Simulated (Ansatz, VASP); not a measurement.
Two plane-wave programs on BaTiO3

INCAR

```
SYSTEM = BaTiO3
ALGO     = Normal         ! electronic algorithm
EDIFF    = 1E-7           ! SCF threshold, eV
EDIFFG   = -0.008         ! ionic threshold
ENCUT    = 520            ! plane-wave cutoff, eV
GGA      = PE             ! functional
IBRION   = 2              ! ionic algorithm
ISIF     = 2              ! what is computed and relaxed
ISMEAR   = 0              ! smearing method
LASPH    = .True.         ! aspherical terms in the spheres
LCHARG   = .False.        ! write CHGCAR
LREAL    = .False.        ! projectors in reciprocal space
LWAVE    = .False.        ! write WAVECAR
NELM     = 100            ! most SCF steps
NSW      = 60             ! ionic steps
PREC     = Accurate       ! precision mode
SIGMA    = 0.02           ! smearing width, eV
```

File KPOINTS:

```
k-points
0
Gamma
  8 8 6
  0 0 0
```

File POSCAR:

```
BaTiO3
1.0
    4.0452315431      0.0000000000      0.0000000000
    0.0000000000      4.0452315431      0.0000000000
    0.0000000000      0.0000000000      4.2634898911
Ba Ti O
1 1 3
Direct
    0.5000000000      0.5000000000      0.5912757175
    0.0000000000      0.0000000000      0.1084227160
    0.0000000000      0.5000000000      0.0602445497
    0.5000000000      0.0000000000      0.0602445497
    0.0000000000      0.0000000000      0.5398094571
```

Input for Ansatz:

```yaml
crystal:
  lattice:
    - [4.0452315431, 0.0, 0.0]
    - [0.0, 4.0452315431, 0.0]
    - [0.0, 0.0, 4.2634898911]
  atoms:
    - { symbol: Ba, position: [0.5, 0.5, 0.5912757175] }
    - { symbol: Ti, position: [0.0, 0.0, 0.108422716] }
    - { symbol: O, position: [0.0, 0.5, 0.0602445497] }
    - { symbol: O, position: [0.5, 0.0, 0.0602445497] }
    - { symbol: O, position: [0.0, 0.0, 0.5398094571] }
basis:
  ecutwfc: 420
kpoints:
  mp_grid: { grid: [8, 8, 6] }
hamiltonian:
  xc: pbe
scf:
  occupations: { method: gaussian, width: 0.02 }
output:
  forces: true
  stress: true
  eigenvalues: true
  write_density: true
  write_potential: true
  elf: true
  volumetric_format: npy
relax:
  adjacent_minimum: "off"
  f_tol: 0.008
  max_steps: 40
```

Change from the starting cell: equal strain along all axes, cell held, atoms relaxed: +1.5 %.

Alike in both runs: task relaxation of the atoms; functional PBE; k mesh 8 × 8 × 6; occupations gaussian, width 0.02 eV; no spin polarisation.

|  | VASP | Ansatz |
| --- | --- | --- |
| version | VASP 6.6.1 | Ansatz 0.2.0 |
| potentials or method | VASP PAW PBE potentials, release 64 (Ba_sv, Ti_sv, O), cutoff 520 eV | scalar-relativistic, plane waves, PAW |
| valence electrons in the cell | 40 | 40 |

Ansatz gave:

* gap on the k mesh at the Fermi level, each at its own relaxed structure (eV): 1.79

Problem. What did VASP give for the same quantities?

Solution. gap on the k mesh at the Fermi level, each at its own relaxed structure (eV): 1.73.

Ansatz's warnings: stress scf threshold loose.

Spin-orbit coupling is off throughout.
